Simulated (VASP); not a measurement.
# CuO (Cccm) in VASP: a series of runs, part 2 of 2

VASP 6.6.1. Earlier steps stand in the parts before.

## Step 3: Single point, r2SCAN

This run uses another cell than the first one, of 11.50 Å³/atom, 1.040 times its volume.

The input, POSCAR:

```
CuO
1.0
    2.0171679519     -2.1818894341      0.0000000000
    2.0171679519      2.1818894341      0.0000000000
    0.0000000000      0.0000000000      5.2237769386
Cu O
2 2
Direct
    0.0000000000      0.5000000000      0.0000000000
    0.5000000000      0.0000000000      0.5000000000
    0.5000000000      0.5000000000      0.2500000000
    0.5000000000      0.5000000000      0.7500000000
```

The input, INCAR.step1:

```
SYSTEM = CuO
  PREC = Accurate
  ENCUT = 520
  ISMEAR = 0
  SIGMA = 0.1
  LREAL = .False.
  LASPH = .True.
  NELM = 80
  NBANDS = 25
  GGA = PE
  ALGO = Normal
  EDIFF = 1E-4
  LWAVE = .True.
  LCHARG = .False.
```

The input, INCAR.step2:

```
SYSTEM = CuO
  PREC = Accurate
  ENCUT = 520
  EDIFF = 1E-7
  ISMEAR = 0
  SIGMA = 0.1
  LREAL = .False.
  LASPH = .True.
  NELM = 80
  ALGO = Normal
  ISIF = 2
  LWAVE = .False.
  LCHARG = .True.
  METAGGA = R2SCAN
  LMIXTAU = .True.
  LELF = .True.
  LVHAR = .True.
  NBANDS = 25
  ISTART = 1
```

The input, KPOINTS:

```
regular mesh
0
Gamma
  14 14 8
  0 0 0
```

Potentials or basis: VASP PAW PBE potentials, release 64 (Cu, O).

On the command line:

```sh
> cat potpaw_PBE.64/Cu/POTCAR potpaw_PBE.64/O/POTCAR > POTCAR
> cp INCAR.step1 INCAR
> mpirun -np 1 vasp_std > vasp.out
> cp INCAR.step2 INCAR
> mpirun -np 1 vasp_std > vasp.out
```

OUTCAR:

```text
SYSTEM = CuO
   PREC = Accurate
   ENCUT = 520
   EDIFF = 1E-7
   ISMEAR = 0
   LREAL = .False.
   LASPH = .True.
   NELM = 80
   ISIF = 2
   METAGGA = R2SCAN
   ISTART = 1

 ion  position               nearest neighbor table
   1  0.000  0.500  0.000-   3 1.98   4 1.98   3 1.98   4 1.98
   2  0.500  0.000  0.500-   3 1.98   4 1.98   3 1.98   4 1.98
   3  0.500  0.500  0.250-   1 1.98   2 1.98   2 1.98   1 1.98
   4  0.500  0.500  0.750-   1 1.98   2 1.98   2 1.98   1 1.98

  LATTYP: Found a base centered orthorhombic cell.
 ALAT       =     4.0343359038
 B/A-ratio  =     1.0816597756
 C/A-ratio  =     1.2948294498

  Lattice vectors:

 A1 = (   2.0171679519,  -2.1818894341,   0.0000000000)
 A2 = (   2.0171679519,   2.1818894341,   0.0000000000)
 A3 = (   0.0000000000,   0.0000000000,   5.2237769386)

Analysis of symmetry for initial positions (statically):
=====================================================================
 Subroutine PRICEL returns:
 Original cell was already a primitive cell.

 Routine SETGRP: Setting up the symmetry group for a
 base centered orthorhombic supercell.

 Subroutine GETGRP returns: Found  8 space group operations
 (whereof  4 operations were pure point group operations)
 out of a pool of  8 trial point group operations.

The static configuration has the point symmetry C_2h.
 The point group associated with its full space group is D_2h.

Analysis of symmetry for dynamics (positions and initial velocities):
=====================================================================
 Subroutine PRICEL returns:
 Original cell was already a primitive cell.

 Routine SETGRP: Setting up the symmetry group for a
 base centered orthorhombic supercell.

 Subroutine GETGRP returns: Found  8 space group operations
 (whereof  4 operations were pure point group operations)
 out of a pool of  8 trial point group operations.

The dynamic configuration has the point symmetry C_2h.
 The point group associated with its full space group is D_2h.

 Subroutine INISYM returns: Found  8 space group operations
 (whereof  4 operations are pure point group operations),
 and found     1 'primitive' translations

----------------------------------------------------------------------------------------

                                     Primitive cell

  volume of cell :      45.9822

  direct lattice vectors                    reciprocal lattice vectors
     2.017167952 -2.181889434  0.000000000     0.247872270 -0.229159183  0.000000000
     2.017167952  2.181889434  0.000000000     0.247872270  0.229159183  0.000000000
     0.000000000  0.000000000  5.223776939     0.000000000  0.000000000  0.191432370

  length of vectors
     2.971465640  2.971465640  5.223776939     0.337571612  0.337571612  0.191432370

  position of ions in fractional coordinates (direct lattice)
     0.000000000  0.500000000  0.000000000
     0.500000000  0.000000000  0.500000000
     0.500000000  0.500000000  0.250000000
     0.500000000  0.500000000  0.750000000

  ion indices of the primitive-cell ions
   primitive index   ion index
                 1           1
                 2           2
                 3           3
                 4           4

----------------------------------------------------------------------------------------

 KPOINTS: regular mesh

Automatic generation of k-mesh.
 Grid dimensions read from file:
 generate k-points for:   14   14    8

 Generating k-lattice:

  Cartesian coordinates                     Fractional coordinates (reciprocal lattice)
     0.017705162 -0.016368513  0.000000000     0.071428571  0.000000000  0.000000000
     0.017705162  0.016368513  0.000000000     0.000000000  0.071428571  0.000000000
     0.000000000  0.000000000  0.023929046     0.000000000  0.000000000  0.125000000

  Length of vectors
     0.024112258  0.024112258  0.023929046

  Shift w.r.t. Gamma in fractional coordinates (k-lattice)
     0.000000000  0.000000000  0.000000000

 Subroutine IBZKPT returns following result:
 ===========================================

 Found    285 irreducible k-points:

 Following reciprocal coordinates:
            Coordinates               Weight
  0.000000  0.000000  0.000000      1.000000
  0.071429  0.000000  0.000000      4.000000
  0.142857 -0.000000  0.000000      4.000000
  0.214286 -0.000000  0.000000      4.000000
  0.285714 -0.000000  0.000000      4.000000
  0.357143 -0.000000  0.000000      4.000000
[... 16 lines left out ...]
  0.214286  0.142857  0.000000      4.000000
  0.285714  0.142857  0.000000      4.000000
 [... further k-points ...]
   k-points           NKPTS =    285   k-points in BZ     NKDIM =    285   number of bands    NBANDS=     25
   number of dos      NEDOS =    301   number of ions     NIONS =      4
   total plane-waves  NPLWV =  23040
   dimension x,y,z NGX =    24 NGY =   24 NGZ =   40
   dimension x,y,z NGXF=    48 NGYF=   48 NGZF=   80
   ions per type =               2   2
   NGX,Y,Z   is equivalent  to a cutoff of  13.43, 13.43, 12.73 a.u.
   NGXF,Y,Z  is equivalent  to a cutoff of  26.85, 26.85, 25.46 a.u.
 SYSTEM =  CuO
   PREC   = accura    normal or accurate (medium, high low for compatibility)
   ISTART =      1    job   : 0-new  1-cont  2-samecut
   ICHARG =      0    charge: 1-file 2-atom 10-const
   ISPIN  =      1    spin polarized calculation?
   LNONCOLLINEAR =      F non collinear calculations
   LSORBIT =      F    spin-orbit coupling
   LASPH  =      T    aspherical Exc in radial PAW
   ENCUT  =  520.0 eV  38.22 Ry    6.18 a.u.   5.52  5.52  9.71*2*pi/ulx,y,z
   NELM   =     80;   NELMIN=  2; NELMDL=  0     # of ELM steps
   EDIFF  = 0.1E-06   stopping-criterion for ELM
   LREAL  =      F    real-space projection
   EDIFFG = 0.1E-05   stopping-criterion for IOM
   NSW    =      0    number of steps for IOM
   IBRION =     -1    ionic relax: 0-MD 1-quasi-New 2-CG
   NFREE  =      0    steps in history (QN), initial steepest desc. (CG)
   ISIF   =      2    stress and relaxation
   ISYM   =      2    0-nonsym 1-usesym 2-fastsym
   POTIM  = 0.5000    time-step for ionic-motion
   TEBEG  =    0.0;   TEEND  =   0.0 temperature during run
   PSTRESS=    0.0 pullay stress
   NELECT =      34.0000    total number of electrons
   NUPDOWN=      -1.0000    fix difference up-down
   EMIN   =  10.00;   EMAX   =-10.00  energy-range for DOS
   EFERMI =   0.00;   METHOD = LEGACY
   ISMEAR =     0;   SIGMA  =   0.10  broadening in eV -4-tet -1-fermi 0-gaus
   EFERMI_NEDOS =   21; number of points for ismear=-14 and -15
   IALGO  =     38    algorithm
   IMIX   =      4    mixing-type and parameters
     AMIX     =   0.40;   BMIX     =  1.00
     AMIX_MAG =   1.60;   BMIX_MAG =  1.00
  volume/ion in A,a.u.               =      11.50        77.58
  Fermi-wavevector in a.u.,A,eV,Ry     =   1.480374  2.797500 29.817249  2.191506
  Thomas-Fermi vector in A             =   2.594416
   LORBIT       =      0    0 simple, 1 ext, 2 COOP (PROOUT), +10 PAW based schemes
   METAGGA = R2SCAN    functional components
   LHFCALC =     F    Hartree Fock is set to
   AEXX    =    0.0000 exact exchange contribution
   IVDW    =     0    specifies the selected vdW correction
   LEPSILON=     F    determine dielectric tensor
   LRPA    =     F    only Hartree local field effects (RPA)
 non-spin polarized calculation
 Gauss-broadening in eV      SIGMA  =   0.10
  energy-cutoff  :      520.00
  volume of cell :       45.98
 maximum number of plane-waves:      1264
 NGX is ok and might be reduce to    24
   NGX = 11   NGY = 11   NGZ = 19

 number of electron      34.0000030 magnetization

 Free energy of the ion-electron system (eV)
  ---------------------------------------------------
  ext. energy  EPLUGINS =         0.00000000
  ---------------------------------------------------
  free energy    TOTEN  =       -36.38800250 eV

  energy without entropy =      -36.37503438  energy(sigma->0) =      -36.38151844

 E-fermi :   4.2338     XC(G=0): -11.7825

 val. band max:        4.2279476805   @ k =   0.1429   0.1429   0.1250
 cond. band min:       4.2341596630   @ k =   0.3571  -0.0000   0.1250
 fundamental gap:      0.0062119825
 Fermi energy:         4.2337547215

 k-point     1 :       0.0000    0.0000    0.0000
  band No.  band energies     occupation
      1     -16.3635      2.00000
      2     -15.2012      2.00000
      3      -3.7065      2.00000
      4      -1.1745      2.00000
      5      -1.0220      2.00000
      6       0.5953      2.00000
[... 661 lines left out ...]
     24      17.2906      0.00000
     25      19.2926      0.00000

 [... further k-points ...]
[... 5 lines left out ...]
  --------------------------------------------------------------------------------------
  -------------------------------------------------------------------------------------
  Total       -2.2401153     -2.7084816     -3.2316776      0.0000000      0.0000000      0.0000000
  in kB      -78.0533479    -94.3728453   -112.6028019      0.0000000      0.0000000      0.0000000
  external PRESSURE =     -95.0096650 kB  Pullay stress =       0.0000000 kB

 VOLUME and BASIS-vectors are now :
 -----------------------------------------------------------------------------
  energy-cutoff  :      520.00
  volume of cell :       45.98
      direct lattice vectors                 reciprocal lattice vectors
     2.017167952 -2.181889434  0.000000000     0.247872270 -0.229159183  0.000000000
     2.017167952  2.181889434  0.000000000     0.247872270  0.229159183  0.000000000
     0.000000000  0.000000000  5.223776939     0.000000000  0.000000000  0.191432370

 POSITION                                       TOTAL-FORCE (eV/Angst)
 -----------------------------------------------------------------------------------
      1.00858      1.09094      0.00000        -0.000000      0.000000      0.000000
      1.00858     -1.09094      2.61189         0.000000      0.000000      0.000000
      2.01717      0.00000      1.30594        -0.000000     -0.000000      0.000000
      2.01717      0.00000      3.91783        -0.000000      0.000000      0.000000
 -----------------------------------------------------------------------------------
    total drift:                                0.000000     -0.000000     -0.000000

  FREE ENERGIE OF THE ION-ELECTRON SYSTEM (eV)
  ---------------------------------------------------
  free  energy   TOTEN  =       -36.3880025005 eV

  energy  without entropy=      -36.3750343773  energy(sigma->0) =      -36.38151844
```

Run time: 8.5 min. Hardware: 1 thread of Intel Xeon Platinum 8488C (Sapphire Rapids), shared host; peak memory 0.38 GiB.

What came out:

```
Free energy            : -36.3880 eV
Pressure               : -9.5 GPa
Band gap on the k mesh : zero (band 17 reaches 4.78 eV, above the bottom of band 18 at 3.73 eV)
```

Caveat: the PAW data sets were made with another functional, which shifts forces and pressure a little; semilocal functionals often make such compounds metallic where correlation or magnetic order opens a gap, which also shifts bond lengths. With open d or f shells a metallic result of r2SCAN can be an artefact of self-interaction; +U or a hybrid may open a gap.

## Step 4: Single point, r2SCAN

This run uses another cell than the first one, of 12.16 Å³/atom, 1.100 times its volume.

The input, POSCAR:

```
CuO
1.0
    2.0552366769     -2.2230668426      0.0000000000
    2.0552366769      2.2230668426      0.0000000000
    0.0000000000      0.0000000000      5.3223619511
Cu O
2 2
Direct
    0.0000000000      0.5000000000      0.0000000000
    0.5000000000      0.0000000000      0.5000000000
    0.5000000000      0.5000000000      0.2500000000
    0.5000000000      0.5000000000      0.7500000000
```

The input, INCAR.step1:

```
SYSTEM = CuO
PREC = Accurate
ENCUT = 520
ISMEAR = 0
SIGMA = 0.1
LREAL = .FALSE.
LASPH = .TRUE.
NELM = 80
NBANDS = 25
GGA = PE
ALGO = Normal
EDIFF = 1E-4
LWAVE = .TRUE.
LCHARG = .FALSE.
```

The input, INCAR.step2:

```
SYSTEM = CuO
PREC = Accurate
ENCUT = 520
EDIFF = 1E-6
ISMEAR = 0
SIGMA = 0.1
LREAL = .FALSE.
LASPH = .TRUE.
NELM = 80
ALGO = Normal
ISIF = 2
LWAVE = .FALSE.
LCHARG = .FALSE.
METAGGA = R2SCAN
LMIXTAU = .TRUE.
NBANDS = 25
ISTART = 1
```

The input, KPOINTS:

```
Automatic mesh
0
G
  14 14 8
  0 0 0
```

On the command line:

```sh
> cat potpaw_PBE.64/Cu/POTCAR potpaw_PBE.64/O/POTCAR > POTCAR
> cp INCAR.step1 INCAR
> mpirun -np 1 vasp_std > vasp.out
> cp INCAR.step2 INCAR
> mpirun -np 1 vasp_std > vasp.out
```

It took 7.5 min on 1 thread of Intel Xeon Platinum 8488C (Sapphire Rapids), shared host; peak memory 0.39 GiB.

Results (log left out):

* Free energy: -36.1793 eV
* Pressure: -15.7 GPa
* Band gap on the k mesh: zero (band 17 reaches 4.07 eV, above the bottom of band 18 at 3.06 eV)

Stress tensor (GPa, compression positive):
```
-12.92   0.00   0.00
  0.00 -15.10   0.00
  0.00   0.00 -19.02
```

Levels at points of the mesh, in eV from the Fermi level:
| k point | band 15 | band 16 | band 17 | band 18 | band 19 | band 20 |
| --- | --- | --- | --- | --- | --- | --- |
| (0.00, 0.00, 0.00) | -2.23 | -1.92 | 0.52 | 0.69 | 1.45 | 6.45 |
| (0.50, 0.00, 0.00) | -1.55 | -1.47 | 0.18 | 0.44 | 4.19 | 6.01 |
| (0.50, 0.50, 0.00) | -1.54 | -1.25 | -1.20 | 1.05 | 2.86 | 7.54 |
| (0.00, 0.00, 0.50) | -1.53 | -1.53 | 0.14 | 0.14 | 3.55 | 3.55 |
| (0.50, 0.00, 0.50) | -1.95 | -1.77 | -0.24 | 0.60 | 4.74 | 5.98 |
| (0.50, 0.50, 0.50) | -1.42 | -1.42 | -0.49 | -0.49 | 4.55 | 4.55 |

Caveat: the PAW data sets were made with another functional, which shifts forces and pressure a little; semilocal functionals often make such compounds metallic where correlation or magnetic order opens a gap, which also shifts bond lengths.

## Step 5: Single point, r2SCAN

This run uses another cell than the first one, of 13.04 Å³/atom, 1.180 times its volume.

The input, POSCAR:

```
CuO
1.0
    2.1038992992     -2.2757032437      0.0000000000
    2.1038992992      2.2757032437      0.0000000000
    0.0000000000      0.0000000000      5.4483815439
Cu O
2 2
Direct
    0.0000000000      0.5000000000      0.0000000000
    0.5000000000      0.0000000000      0.5000000000
    0.5000000000      0.5000000000      0.2500000000
    0.5000000000      0.5000000000      0.7500000000
```

The input, INCAR.step1:

```
ALGO = Normal ; EDIFF = 1E-4
ENCUT = 520 ; GGA = PE
ISMEAR = 0 ; LASPH = T
LCHARG = F ; LREAL = F
LWAVE = T ; NBANDS = 25
NELM = 100 ; PREC = Accurate
SIGMA = 0.1
```

The input, INCAR.step2:

```
ALGO = Normal ; EDIFF = 1E-7
ENCUT = 520 ; ISIF = 2
ISMEAR = 0 ; ISTART = 1
LASPH = T ; LCHARG = T
LELF = T ; LMIXTAU = T
LREAL = F ; LVHAR = T
LWAVE = F ; METAGGA = R2SCAN
NBANDS = 25 ; NELM = 100
PREC = Accurate ; SIGMA = 0.1
```

The input, KPOINTS:

```
k-points
0
Gamma
  14 14 8
```

On the command line:

```sh
> cat potpaw_PBE.64/Cu/POTCAR potpaw_PBE.64/O/POTCAR > POTCAR
> cp INCAR.step1 INCAR
> mpirun -np 1 vasp_std > vasp.out
> cp INCAR.step2 INCAR
> mpirun -np 1 vasp_std > vasp.out
```

Wall time 11 min (1 thread of Intel Xeon Platinum 8488C (Sapphire Rapids), shared host); peak memory 0.41 GiB.

The run converged. Its results:

- Free energy: -35.7689 eV
- Pressure: -21.3 GPa
- Band gap on the k mesh: zero (band 17 reaches 3.25 eV, above the bottom of band 18 at 2.28 eV)

Stress tensor (GPa, compression positive):
```
-17.45   0.00   0.00
  0.00 -20.07   0.00
  0.00   0.00 -26.31
```

Levels at points of the mesh, in eV from the Fermi level:
| k point | band 13 | band 14 | band 15 | band 16 | band 17 | band 18 | band 19 | band 20 | band 21 | band 22 |
| --- | --- | --- | --- | --- | --- | --- | --- | --- | --- | --- |
| (0.00, 0.00, 0.00) | -2.07 | -2.04 | -2.03 | -1.78 | 0.49 | 0.65 | 1.31 | 6.37 | 6.94 | 13.16 |
| (0.50, 0.00, 0.00) | -2.12 | -1.67 | -1.43 | -1.33 | 0.17 | 0.42 | 4.29 | 5.79 | 6.10 | 10.93 |
| (0.50, 0.50, 0.00) | -2.12 | -2.10 | -1.49 | -1.16 | -1.11 | 0.97 | 3.11 | 7.48 | 8.78 | 9.55 |
| (0.00, 0.00, 0.50) | -2.05 | -2.05 | -1.39 | -1.39 | 0.16 | 0.16 | 3.39 | 3.39 | 11.35 | 11.35 |
| (0.50, 0.00, 0.50) | -2.19 | -2.08 | -1.79 | -1.65 | -0.26 | 0.56 | 4.79 | 5.74 | 7.94 | 8.24 |
| (0.50, 0.50, 0.50) | -1.66 | -1.66 | -1.31 | -1.31 | -0.49 | -0.49 | 4.68 | 4.68 | 9.42 | 9.42 |

Caveat: the PAW data sets were made with another functional, which shifts forces and pressure a little; semilocal functionals often make such compounds metallic where correlation or magnetic order opens a gap, which also shifts bond lengths.

## Step 6: Summary

| cell | gap on the mesh (eV) | pressure (GPa) |
| --- | --- | --- |
| a = 2.933, b = 2.933, c = 5.156 Å, angles 90.0, 90.0, 94.5°, 4 atoms | none | -4.0 |
| a = 2.971, b = 2.971, c = 5.224 Å, angles 90.0, 90.0, 94.5°, 4 atoms | none | -9.5 |
| a = 3.028, b = 3.028, c = 5.322 Å, angles 90.0, 90.0, 94.5°, 4 atoms | none | -15.7 |
| a = 3.099, b = 3.099, c = 5.448 Å, angles 90.0, 90.0, 94.5°, 4 atoms | none | -21.3 |

Alike in all rows: task single point; level r2SCAN; potentials or basis VASP PAW PBE potentials, release 64 (Cu, O); no spin polarisation; k mesh 14 × 14 × 8; cutoff (eV) 520; smearing gaussian 0.1 eV.

Caveats: the PAW data sets were made with another functional, which shifts forces and pressure a little; semilocal functionals often make such compounds metallic where correlation or magnetic order opens a gap, which also shifts bond lengths.

Total energies depend on the potentials used, so only differences within one code and one set of settings carry meaning.
